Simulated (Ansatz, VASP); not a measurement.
**SnO: VASP beside Ansatz**

Contents of INCAR:

```
SYSTEM = SnO
PREC = Accurate
ENCUT = 600
EDIFF = 1E-6
ISMEAR = 0
SIGMA = 0.02
LREAL = .FALSE.
LASPH = .TRUE.
NELM = 100
ALGO = Normal
ISIF = 3
LWAVE = .FALSE.
LCHARG = .FALSE.
GGA = CA
IBRION = 2
NSW = 70
EDIFFG = -0.005
```

Contents of KPOINTS:

```
Automatic mesh
0
G
  8 6 6
  0 0 0
```

The input POSCAR:

```
SnO
1.0
    3.3456675442      0.0000000000      0.0000000000
    0.0000000000      5.7118506765      0.0000000000
    0.0000000000      0.0000000000      3.9213719742
Sn O
2 2
Direct
    0.0000000000      0.2347372350      0.5269391839
    0.5000000000      0.7652627650      0.0269391839
    0.0000000000      0.8833580930      0.7230618161
    0.5000000000      0.1166419070      0.2230618161
```

Input for Ansatz:

```yaml
crystal:
  lattice:
    - [3.3456675442, 0.0, 0.0]
    - [0.0, 5.7118506765, 0.0]
    - [0.0, 0.0, 3.9213719742]
  atoms:
    - { symbol: Sn, position: [0.0, 0.234737235, 0.5269391839] }
    - { symbol: Sn, position: [0.5, 0.765262765, 0.0269391839] }
    - { symbol: O, position: [0.0, 0.883358093, 0.7230618161] }
    - { symbol: O, position: [0.5, 0.116641907, 0.2230618161] }
basis:
  ecutwfc: 420
kpoints:
  mp_grid: { grid: [8, 6, 6] }
hamiltonian:
  xc: lda
scf:
  occupations: { method: gaussian, width: 0.02 }
output:
  forces: true
  stress: true
  eigenvalues: true
relax:
  adjacent_minimum: "off"
  f_tol: 0.005
  max_steps: 50
  cell: { stress_tol: 0.05 }
```

Alike in both runs: task relaxation of cell and atoms; functional LDA; k mesh 8 × 6 × 6; occupations gaussian, width 0.02 eV; no spin polarisation.

|  | VASP | Ansatz |
| --- | --- | --- |
| version | VASP 6.6.1 | Ansatz 0.2.0 |
| potentials or method | VASP PAW LDA potentials, release 64 (Sn_d, O), cutoff 600 eV | scalar-relativistic, plane waves, PAW |
| valence electrons in the cell | 40 | 40 |

Ansatz gave:

| Item | Value |
| --- | --- |
| gap on the k mesh at the Fermi level, each at its own relaxed structure (eV) | 1.19 |
| relaxed volume (Å³/atom) | 17.33 |
| relaxed cell length with the largest relative difference (Å) | 3.710 |

Q: Which values does VASP return?

A: gap on the k mesh at the Fermi level, each at its own relaxed structure (eV): 1.13; relaxed volume (Å³/atom): 17.15; relaxed cell length with the largest relative difference (Å): 3.671.

LDA's correlation is that of Perdew and Zunger in VASP and of Perdew and Wang (1992) in Ansatz.
